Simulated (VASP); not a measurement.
# Os (P6_3/mmc) in VASP: single point with PBE+U

Aim: the single point of Os with PBE+U.

Program: VASP 6.6.1. These are calculated values, not measurements. Logs are shortened: lines on timing, memory, paths and dates and some standing lists are left out, and cuts for length are marked.

### 1 The cell of the first run

It takes space group P6_3/mmc (No. 194, hexagonal). The conventional cell has a = 2.746 Å, b = 2.746 Å, c = 4.326 Å, α = 90.00°, β = 90.00°, γ = 120.00°. Within 3.5 Å of Os (site symmetry -6m2) lie 12 Os at 2.68 to 2.75 Å.

### 2 Single point, PBE+U, collinear spin

Contents of INCAR:

```
  PREC = Accurate
  ENCUT = 600
  EDIFF = 1E-6
  ISMEAR = 0
  SIGMA = 0.1
  LREAL = False
  LASPH = True
  NELM = 200
  ALGO = Normal
  ISIF = 2
  LWAVE = False
  LCHARG = False
  ISPIN = 2
  MAGMOM = 0.16 0.16
  LORBIT = 11
  LMAXMIX = 4
  LDAU = True
  LDAUTYPE = 2
  LDAUL = 2
  LDAUU = 2.6
  LDAUJ = 0
  LDAUPRINT = 1
  GGA = PE
  NBANDS = 19
  ISYM = 0
  GGA_COMPAT = False
```

Contents of KPOINTS:

```
regular mesh
0
Gamma
  1 3 2
```

Contents of POSCAR:

```
Os
1.0
    2.7461342319      0.0000000000      0.0000000000
   -1.3730671160      2.3782220070      0.0000000000
    0.0000000000      0.0000000000      4.3263142200
Os
2
Direct
    0.3333333333      0.6666666667      0.2500000000
    0.6666666667      0.3333333333      0.7500000000
```

Potentials or basis: VASP PAW PBE potentials, release 64 (Os).

Command:

```
$ cat potpaw_PBE.64/Os/POTCAR > POTCAR
$ mpirun -np 1 vasp_std > vasp.out
```

OUTCAR:

```text
PREC = Accurate
   ENCUT = 600
   EDIFF = 1E-6
   ISMEAR = 0
   LREAL = False
   LASPH = True
   NELM = 200
   ISIF = 2
   ISPIN = 2
   LORBIT = 11
   GGA = PE
   ISYM = 0

 ion  position               nearest neighbor table
   1  0.333  0.667  0.250-   2 2.68   2 2.68   2 2.68   2 2.68   2 2.68   2 2.68
   2  0.667  0.333  0.750-   1 2.68   1 2.68   1 2.68   1 2.68   1 2.68   1 2.68

IMPORTANT INFORMATION: All symmetrisations will be switched off!
NOSYMM: (Re-)initialisation of all symmetry stuff for point group C_1.

----------------------------------------------------------------------------------------

                                     Primitive cell

  volume of cell :      28.2548

  direct lattice vectors                    reciprocal lattice vectors
     2.746134232  0.000000000  0.000000000     0.364148259  0.210241095  0.000000000
    -1.373067116  2.378222007  0.000000000     0.000000000  0.420482191  0.000000000
     0.000000000  0.000000000  4.326314220     0.000000000  0.000000000  0.231143636

  length of vectors
     2.746134232  2.746134232  4.326314220     0.420482191  0.420482191  0.231143636

  position of ions in fractional coordinates (direct lattice)
     0.333333333  0.666666667  0.250000000
     0.666666667  0.333333333  0.750000000

  ion indices of the primitive-cell ions
   primitive index   ion index
                 1           1
                 2           2

----------------------------------------------------------------------------------------

 KPOINTS: regular mesh

Automatic generation of k-mesh.
 Grid dimensions read from file:
 generate k-points for:    1    3    2

 Generating k-lattice:

  Cartesian coordinates                     Fractional coordinates (reciprocal lattice)
     0.364148259  0.210241095  0.000000000     1.000000000  0.000000000  0.000000000
     0.000000000  0.140160730  0.000000000     0.000000000  0.333333333  0.000000000
     0.000000000  0.000000000  0.115571818     0.000000000  0.000000000  0.500000000

  Length of vectors
     0.420482191  0.140160730  0.115571818

[... 158 lines left out ...]
  o =  0.5462  v =  0.0000 -1.0000  0.0000  0.0000 -0.0000  0.0000  0.0000  0.0000  0.0000  0.0000      0.0000  0.0000  0.0000  0.0000  0.0000  0.0000  0.0000  0.0000  0.0000  0.0000
  o =  0.5560  v =  0.0000  0.0000  0.0000  0.0000  0.0000 -0.0000  1.0000 -0.0000  0.0000 -0.0000      0.0000  0.0000  0.0000  0.0000  0.0000  0.0000  0.0000  0.0000  0.0000  0.0000
  o =  0.6380  v =  0.0000  0.0000  0.0000  0.0000  0.0000 -0.0000  0.0000  0.8819 -0.0000  0.4714      0.0000  0.0000  0.0000  0.0000  0.0000  0.0000  0.0000  0.0000  0.0000  0.0000
  o =  0.8321  v = -0.0000 -0.0000 -0.8847  0.0000 -0.4662  0.0000  0.0000  0.0000  0.0000  0.0000      0.0000  0.0000  0.0000  0.0000  0.0000  0.0000  0.0000  0.0000  0.0000  0.0000
  o =  1.0454  v =  0.0000  0.0000  0.0000  0.0000  0.0000  0.0000  0.0000 -0.4714 -0.0000  0.8819      0.0000  0.0000  0.0000  0.0000  0.0000  0.0000  0.0000  0.0000  0.0000  0.0000
  o =  1.0553  v =  0.0000 -0.0000 -0.4662  0.0000  0.8847  0.0000  0.0000  0.0000  0.0000  0.0000      0.0000  0.0000  0.0000  0.0000  0.0000  0.0000  0.0000  0.0000  0.0000  0.0000

 number of electron      16.0000000 magnetization       0.3199432

 Free energy of the ion-electron system (eV)
  ---------------------------------------------------
  ext. energy  EPLUGINS =         0.00000000
  ---------------------------------------------------
  free energy    TOTEN  =       -18.78934159 eV

  energy without entropy =      -18.78619886  energy(sigma->0) =      -18.78777022

 E-fermi :   9.1637     XC(G=0): -13.9572

 val. band max:        9.0303124649   @ k =   0.0000   0.3333   0.0000
 cond. band min:       9.2853403449   @ k =   0.0000   0.0000   0.0000
 fundamental gap:      0.2550278800
 Fermi energy:         9.1637047884

 spin component 1

 k-point     1 :       0.0000    0.0000    0.0000
  band No.  band energies     occupation
      1      -1.5725      1.00000
      2       0.9384      1.00000
      3       5.1592      1.00000
      4       5.5862      1.00000
      5       5.9978      1.00000
      6       6.6415      1.00000
[... 64 lines left out ...]
      5       6.5356      1.00000
      6       6.5356      1.00000
[... 11 lines left out ...]
     18      28.3228      0.00000
     19      30.3122      0.00000
 Fermi energy:         9.1637047884

 spin component 2

 k-point     1 :       0.0000    0.0000    0.0000
  band No.  band energies     occupation
      1      -1.5326      1.00000
      2       1.4237      1.00000
      3       5.4230      1.00000
      4       5.9799      1.00000
      5       6.5170      1.00000
      6       6.7615      1.00000
[... 65 lines left out ...]
      6       6.9488      1.00000
[... 11 lines left out ...]
     18      28.3777      0.00000
     19      30.4075      0.00000

------------------------ aborting loop because EDIFF is reached ----------------------------------------

  FORCE on cell =-STRESS in cart. coord.  units (eV):
  Direction    XX          YY          ZZ          XY          YZ          ZX
  --------------------------------------------------------------------------------------
  -------------------------------------------------------------------------------------
  Total       -8.4217541      7.8044250     -2.8797258      0.0000008     -0.0000060     -0.0000003
  in kB     -477.5522800    442.5468759   -163.2937307      0.0000447     -0.0003410     -0.0000161
  external PRESSURE =     -66.0997116 kB  Pullay stress =       0.0000000 kB

 VOLUME and BASIS-vectors are now :
 -----------------------------------------------------------------------------
  energy-cutoff  :      600.00
  volume of cell :       28.25
      direct lattice vectors                 reciprocal lattice vectors
     2.746134232  0.000000000  0.000000000     0.364148259  0.210241095  0.000000000
    -1.373067116  2.378222007  0.000000000     0.000000000  0.420482191  0.000000000
     0.000000000  0.000000000  4.326314220     0.000000000  0.000000000  0.231143636

 POSITION                                       TOTAL-FORCE (eV/Angst)
 -----------------------------------------------------------------------------------
     -0.00000      1.58548      1.08158        -0.000001      1.848472     -0.000004
      1.37307      0.79274      3.24474         0.000001     -1.848472      0.000004
 -----------------------------------------------------------------------------------
    total drift:                                0.000000      0.000003      0.000005

  FREE ENERGIE OF THE ION-ELECTRON SYSTEM (eV)
  ---------------------------------------------------
  free  energy   TOTEN  =       -18.7893415885 eV

  energy  without entropy=      -18.7861988561  energy(sigma->0) =      -18.78777022

 total charge

# of ion       s       p       d       tot
------------------------------------------
    1        0.859   0.634   6.336   7.830
    2        0.859   0.634   6.336   7.830
--------------------------------------------------
tot          1.719   1.268  12.673  15.659

 magnetization (x)

# of ion       s       p       d       tot
------------------------------------------
    1        0.003  -0.001   0.192   0.194
    2        0.003  -0.001   0.192   0.194
--------------------------------------------------
tot          0.006  -0.002   0.384   0.388
```

OSZICAR:

```text
N       E                     dE             d eps       ncg     rms          rms(c)
DAV:   1     0.132146504051E+03    0.13215E+03   -0.76834E+03   304   0.874E+02
DAV:   2    -0.145263334733E+02   -0.14667E+03   -0.12355E+03   310   0.276E+02
[... 14 lines left out ...]
DAV:  17    -0.187893227190E+02   -0.14229E-04   -0.63249E-05   366   0.678E-02    0.154E-01
DAV:  18    -0.187892185207E+02    0.10420E-03   -0.27972E-04   339   0.136E-01    0.981E-02
DAV:  19    -0.187892629141E+02   -0.44393E-04   -0.24006E-05   344   0.417E-02    0.829E-02
DAV:  20    -0.187893134605E+02   -0.50546E-04   -0.41646E-05   358   0.503E-02    0.525E-02
DAV:  21    -0.187893415128E+02   -0.28052E-04   -0.72834E-05   363   0.659E-02    0.174E-02
DAV:  22    -0.187893415885E+02   -0.75737E-07   -0.56381E-06   336   0.184E-02
   1 F= -.18789342E+02 E0= -.18787770E+02  d E =-.314273E-02  mag=     0.3191
```

Run time: 16 s. Hardware: 1 thread of Intel Xeon Platinum 8259CL at 2.50GHz (Skylake/Cascade Lake), shared host; peak memory 0.17 GiB.

Results:

| Item | Value |
| --- | --- |
| Free energy | -18.7893 eV |
| Pressure | -6.6 GPa |
| Largest force | 1.848 eV/Å |
| Net moment | 0.32 μB per cell |
| Site moments | Os +0.19 μB |
| Valence electrons inside the program's atomic spheres | Os 7.83 |

Forces on the atoms (eV/Å):
```
Os   0.000  1.848  0.000
Os   0.000 -1.848  0.000
```

Stress tensor (GPa, compression positive):
```
-47.76   0.00   0.00
  0.00  44.25   0.00
  0.00   0.00 -16.33
```

Eigenvalues of the final occupation matrices:
```tsv
site	spin	trace	eigenvalues
site 1 d	1	3.31	0.33 0.54 0.55 0.83 1.06
site 1 d	2	3.11	0.33 0.54 0.56 0.64 1.05
site 2 d	1	3.31	0.33 0.54 0.55 0.83 1.06
site 2 d	2	3.11	0.33 0.54 0.56 0.64 1.05
```

Caveat: the k points lie up to 2.33 Å⁻¹ apart; spin-orbit coupling is left out, which moves the levels of the heavy elements; the U is typed as a test and isn't derived for this compound; forces of over 1 eV/Å act on the atoms, so gaps and moduli don't describe the material at rest.
